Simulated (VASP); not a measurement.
# Hg (R-3m) in VASP: single point with r2SCAN

Aim: the single point of Hg with r2SCAN.

Everything below comes from runs of VASP 6.6.1. Logs are shortened: lines on timing, memory, paths and dates and some standing lists are left out, and cuts for length are marked.

### 1 The cell of the first run

It takes space group R-3m (No. 166, trigonal). The conventional cell has a = 3.756 Å, b = 3.756 Å, c = 6.464 Å, α = 90.00°, β = 90.00°, γ = 120.00°. Within 4.0 Å of Hg (site symmetry -3m) lie 12 Hg at 3.06 to 3.76 Å.

### 2 Single point, r2SCAN

POSCAR reads:

```
Hg
1.0
    1.8778598896      1.0841829127      2.1547278701
   -1.8778598896      1.0841829127      2.1547278701
    0.0000000000     -2.1683658255      2.1547278701
Hg
1
Direct
    0.0000000000      0.0000000000      0.0000000000
```

INCAR.step1 reads:

```
SYSTEM = Hg
PREC = Accurate ; ENCUT = 520
ISMEAR = -1 ; SIGMA = 0.1
LREAL = .FALSE. ; LASPH = .TRUE.
NELM = 60 ; NBANDS = 12
GGA = PE ; ALGO = Normal
EDIFF = 1E-4 ; LWAVE = .TRUE.
LCHARG = .FALSE.
```

INCAR.step2 reads:

```
SYSTEM = Hg
PREC = Accurate ; ENCUT = 520
EDIFF = 1E-6 ; ISMEAR = -1
SIGMA = 0.1 ; LREAL = .FALSE.
LASPH = .TRUE. ; NELM = 60
ALGO = Normal ; ISIF = 2
LWAVE = .FALSE. ; LCHARG = .FALSE.
METAGGA = R2SCAN ; LMIXTAU = .TRUE.
NBANDS = 12 ; ISTART = 1
```

KPOINTS reads:

```
regular mesh
0
G
  18 18 18
  0 0 0
```

Potentials or basis: VASP PAW PBE potentials, release 64 (Hg).

Started as:

```
cat potpaw_PBE.64/Hg/POTCAR > POTCAR
cp INCAR.step1 INCAR
mpirun -np 1 vasp_std > vasp.out
cp INCAR.step2 INCAR
mpirun -np 1 vasp_std > vasp.out
```

OUTCAR:

```text
SYSTEM = Hg
   PREC = Accurate
   ENCUT = 520
   EDIFF = 1E-6
   ISMEAR = -1
   LREAL = .FALSE.
   LASPH = .TRUE.
   NELM = 60
   ISIF = 2
   METAGGA = R2SCAN
   ISTART = 1

 ion  position               nearest neighbor table
   1  0.000  0.000  0.000-

  LATTYP: Found a trigonal (rhomboedric) cell.
 ALAT       =     3.0569040789
 COS(alpha) =     0.2452680346

  Lattice vectors:

 A1 = (   1.8778598896,   1.0841829127,   2.1547278701)
 A2 = (  -1.8778598896,   1.0841829127,   2.1547278701)
 A3 = (   0.0000000000,  -2.1683658255,   2.1547278701)

Analysis of symmetry for initial positions (statically):
=====================================================================
 Subroutine PRICEL returns:
 Original cell was already a primitive cell.

 Routine SETGRP: Setting up the symmetry group for a
 trigonal (rhombohedral) supercell.

 Subroutine GETGRP returns: Found 12 space group operations
 (whereof 12 operations were pure point group operations)
 out of a pool of 12 trial point group operations.

The static configuration has the point symmetry D_3d.

Analysis of symmetry for dynamics (positions and initial velocities):
=====================================================================
 Subroutine PRICEL returns:
 Original cell was already a primitive cell.

 Routine SETGRP: Setting up the symmetry group for a
 trigonal (rhombohedral) supercell.

 Subroutine GETGRP returns: Found 12 space group operations
 (whereof 12 operations were pure point group operations)
 out of a pool of 12 trial point group operations.

The dynamic configuration has the point symmetry D_3d.

 Subroutine INISYM returns: Found 12 space group operations
 (whereof 12 operations are pure point group operations),
 and found     1 'primitive' translations

----------------------------------------------------------------------------------------

                                     Primitive cell

  volume of cell :      26.3214

  direct lattice vectors                    reciprocal lattice vectors
     1.877859890  1.084182913  2.154727870     0.266260546  0.153725598  0.154698576
    -1.877859890  1.084182913  2.154727870    -0.266260546  0.153725598  0.154698576
     0.000000000 -2.168365826  2.154727870     0.000000000 -0.307451196  0.154698576

  length of vectors
     3.056904079  3.056904079  3.056904079     0.344177116  0.344177116  0.344177116

  position of ions in fractional coordinates (direct lattice)
     0.000000000  0.000000000  0.000000000

  ion indices of the primitive-cell ions
   primitive index   ion index
                 1           1

----------------------------------------------------------------------------------------

 KPOINTS: regular mesh

Automatic generation of k-mesh.
 Grid dimensions read from file:
 generate k-points for:   18   18   18

 Generating k-lattice:

  Cartesian coordinates                     Fractional coordinates (reciprocal lattice)
     0.014792253  0.008540311  0.008594365     0.055555556  0.000000000  0.000000000
    -0.014792253  0.008540311  0.008594365     0.000000000  0.055555556  0.000000000
     0.000000000 -0.017080622  0.008594365     0.000000000  0.000000000  0.055555556

  Length of vectors
     0.019120951  0.019120951  0.019120951

  Shift w.r.t. Gamma in fractional coordinates (k-lattice)
     0.000000000  0.000000000  0.000000000

 Subroutine IBZKPT returns following result:
 ===========================================

 Found    580 irreducible k-points:

 Following reciprocal coordinates:
            Coordinates               Weight
  0.000000  0.000000  0.000000      1.000000
  0.055556 -0.000000 -0.000000      6.000000
  0.111111 -0.000000 -0.000000      6.000000
  0.166667 -0.000000 -0.000000      6.000000
  0.222222 -0.000000 -0.000000      6.000000
  0.277778 -0.000000 -0.000000      6.000000
[... 16 lines left out ...]
 -0.277778  0.055556  0.000000     12.000000
 -0.222222  0.055556  0.000000     12.000000
 [... further k-points ...]
   k-points           NKPTS =    580   k-points in BZ     NKDIM =    580   number of bands    NBANDS=     12
   number of dos      NEDOS =    301   number of ions     NIONS =      1
   total plane-waves  NPLWV =  13824
   dimension x,y,z NGX =    24 NGY =   24 NGZ =   24
   dimension x,y,z NGXF=    48 NGYF=   48 NGZF=   48
   ions per type =               1
   NGX,Y,Z   is equivalent  to a cutoff of  13.05, 13.05, 13.05 a.u.
   NGXF,Y,Z  is equivalent  to a cutoff of  26.10, 26.10, 26.10 a.u.
 SYSTEM =  Hg
   PREC   = accura    normal or accurate (medium, high low for compatibility)
   ISTART =      1    job   : 0-new  1-cont  2-samecut
   ICHARG =      0    charge: 1-file 2-atom 10-const
   ISPIN  =      1    spin polarized calculation?
   LNONCOLLINEAR =      F non collinear calculations
   LSORBIT =      F    spin-orbit coupling
   LASPH  =      T    aspherical Exc in radial PAW
   ENCUT  =  520.0 eV  38.22 Ry    6.18 a.u.   5.68  5.68  5.68*2*pi/ulx,y,z
   NELM   =     60;   NELMIN=  2; NELMDL=  0     # of ELM steps
   EDIFF  = 0.1E-05   stopping-criterion for ELM
   LREAL  =      F    real-space projection
   EDIFFG = 0.1E-04   stopping-criterion for IOM
   NSW    =      0    number of steps for IOM
   IBRION =     -1    ionic relax: 0-MD 1-quasi-New 2-CG
   NFREE  =      0    steps in history (QN), initial steepest desc. (CG)
   ISIF   =      2    stress and relaxation
   ISYM   =      2    0-nonsym 1-usesym 2-fastsym
   POTIM  = 0.5000    time-step for ionic-motion
   TEBEG  =    0.0;   TEEND  =   0.0 temperature during run
   PSTRESS=    0.0 pullay stress
   NELECT =      12.0000    total number of electrons
   NUPDOWN=      -1.0000    fix difference up-down
   EMIN   =  10.00;   EMAX   =-10.00  energy-range for DOS
   EFERMI =   0.00;   METHOD = LEGACY
   ISMEAR =    -1;   SIGMA  =   0.10  broadening in eV -4-tet -1-fermi 0-gaus
   EFERMI_NEDOS =   21; number of points for ismear=-14 and -15
   IALGO  =     38    algorithm
   IMIX   =      4    mixing-type and parameters
     AMIX     =   0.40;   BMIX     =  1.00
     AMIX_MAG =   1.60;   BMIX_MAG =  1.00
  volume/ion in A,a.u.               =      26.32       177.63
  Fermi-wavevector in a.u.,A,eV,Ry     =   1.259985  2.381027 21.600101  1.587563
  Thomas-Fermi vector in A             =   2.393518
   LORBIT       =      0    0 simple, 1 ext, 2 COOP (PROOUT), +10 PAW based schemes
   METAGGA = R2SCAN    functional components
   LHFCALC =     F    Hartree Fock is set to
   AEXX    =    0.0000 exact exchange contribution
   IVDW    =     0    specifies the selected vdW correction
   LEPSILON=     F    determine dielectric tensor
   LRPA    =     F    only Hartree local field effects (RPA)
 non-spin polarized calculation
  energy-cutoff  :      520.00
  volume of cell :       26.32
 maximum number of plane-waves:       722
   NGX = 11   NGY = 11   NGZ = 11

 number of electron      12.0000003 magnetization

 Free energy of the ion-electron system (eV)
  ---------------------------------------------------
  ext. energy  EPLUGINS =         0.00000000
  ---------------------------------------------------
  free energy    TOTEN  =       -49.35344852 eV

  energy without entropy =      -49.34456959  energy(sigma->0) =      -49.34900906

 E-fermi :   1.9635     XC(G=0): -10.8069

 val. band max:        1.9348453350   @ k =  -0.3889   0.5000   0.1667
 cond. band min:       1.9996603851   @ k =  -0.1111   0.4444   0.1111
 fundamental gap:      0.0648150501
 Fermi energy:         1.9635294889

 k-point     1 :       0.0000    0.0000    0.0000
  band No.  band energies     occupation
      1      -6.7465      2.00000
      2      -6.1025      2.00000
      3      -6.1025      2.00000
      4      -4.5166      2.00000
      5      -4.5166      2.00000
      6      -4.5163      2.00000
      7      13.3305      0.00000
      8      13.3305      0.00000
      9      13.5550      0.00000
     10      17.4604      0.00000
     11      18.9745      0.00000
     12      18.9745      0.00000

 k-point     2 :       0.0556   -0.0000   -0.0000
  band No.  band energies     occupation
      1      -6.6846      2.00000
      2      -6.0986      2.00000
      3      -6.0744      2.00000
      4      -4.5299      2.00000
      5      -4.5237      2.00000
      6      -4.5170      2.00000
      7      12.6115      0.00000
      8      13.3840      0.00000
      9      13.5637      0.00000
     10      17.8116      0.00000
     11      18.9757      0.00000
     12      19.4680      0.00000

 k-point     3 :       0.1111   -0.0000   -0.0000
  band No.  band energies     occupation
      1      -6.5257      2.00000
      2      -6.0881      2.00000
      3      -5.9666      2.00000
      4      -4.5672      2.00000
      5      -4.5423      2.00000
      6      -4.5185      2.00000
      7      11.0697      0.00000
      8      13.5346      0.00000
      9      13.6877      0.00000
     10      18.1814      0.00000
     11      18.9837      0.00000
     12      20.8951      0.00000
[... 286 lines left out ...]
 k-point    23 :      -0.2778    0.0556    0.0000
  band No.  band energies     occupation
      1      -6.1815      2.00000
      2      -6.0318      2.00000
      3      -4.7662      2.00000
      4      -4.6575      2.00000
      5      -4.5573      2.00000
      6      -4.2244      2.00000
      7       5.6265      0.00000
      8      12.6834      0.00000
      9      14.6458      0.00000
     10      19.0065      0.00000
     11      20.6400      0.00000
     12      21.0430      0.00000

 k-point    24 :      -0.2222    0.0556    0.0000
  band No.  band energies     occupation
      1      -6.2137      2.00000
      2      -6.0396      2.00000
      3      -5.1735      2.00000
      4      -4.6698      2.00000
      5      -4.5548      2.00000
      6      -4.4701      2.00000
      7       7.3052      0.00000
      8      12.5347      0.00000
      9      14.4405      0.00000
     10      18.7463      0.00000
     11      20.4524      0.00000
     12      21.4211      0.00000

 [... further k-points ...]
[... 5 lines left out ...]
  --------------------------------------------------------------------------------------
  -------------------------------------------------------------------------------------
  Total        0.0857096      0.0857096      0.0588497      0.0000000     -0.0000000      0.0000000
  in kB        5.2171190      5.2171190      3.5821613      0.0000000     -0.0000000      0.0000000
  external PRESSURE =       4.6721331 kB  Pullay stress =       0.0000000 kB

 VOLUME and BASIS-vectors are now :
 -----------------------------------------------------------------------------
  energy-cutoff  :      520.00
  volume of cell :       26.32
      direct lattice vectors                 reciprocal lattice vectors
     1.877859890  1.084182913  2.154727870     0.266260546  0.153725598  0.154698576
    -1.877859890  1.084182913  2.154727870    -0.266260546  0.153725598  0.154698576
     0.000000000 -2.168365826  2.154727870     0.000000000 -0.307451196  0.154698576

 POSITION                                       TOTAL-FORCE (eV/Angst)
 -----------------------------------------------------------------------------------
      0.00000      0.00000      0.00000         0.000000      0.000000      0.000000
 -----------------------------------------------------------------------------------
    total drift:                                0.000000     -0.000000      0.000000

  FREE ENERGIE OF THE ION-ELECTRON SYSTEM (eV)
  ---------------------------------------------------
  free  energy   TOTEN  =       -49.3534485232 eV

  energy  without entropy=      -49.3445695897  energy(sigma->0) =      -49.34900906
```

Run time: 8.4 min. Hardware: 1 thread of AMD EPYC 7R43 (Zen 3), shared host; peak memory 0.25 GiB.

What came out:

```yaml
Free_energy: -49.3534 eV
Pressure: 0.5 GPa
Band_gap_on_the_k_mesh: zero (bands 6 and 7 overlap by 3.31 eV)
```

Stress tensor (GPa, compression positive):
```
0.52 0.00 0.00
0.00 0.52 0.00
0.00 0.00 0.36
```

Levels at points of the mesh, in eV from the Fermi level:
```csv
k point,band 3,band 4,band 5,band 6,band 7,band 8,band 9,band 10
"(0.00, 0.00, 0.00)",-8.07,-6.48,-6.48,-6.48,11.37,11.37,11.59,15.50
"(0.50, 0.00, 0.00)",-6.79,-6.52,-6.46,-2.77,-1.59,12.47,12.52,17.02
"(0.50, 0.50, 0.00)",-6.64,-6.55,-5.80,0.34,0.39,3.80,8.95,11.70
"(0.50, 0.50, 0.50)",-7.59,-5.84,-5.84,1.12,2.18,7.67,7.67,10.60
```

Caveat: the PAW data sets were made with another functional, which shifts forces and pressure a little; spin-orbit coupling is left out, which moves the levels of the heavy elements.
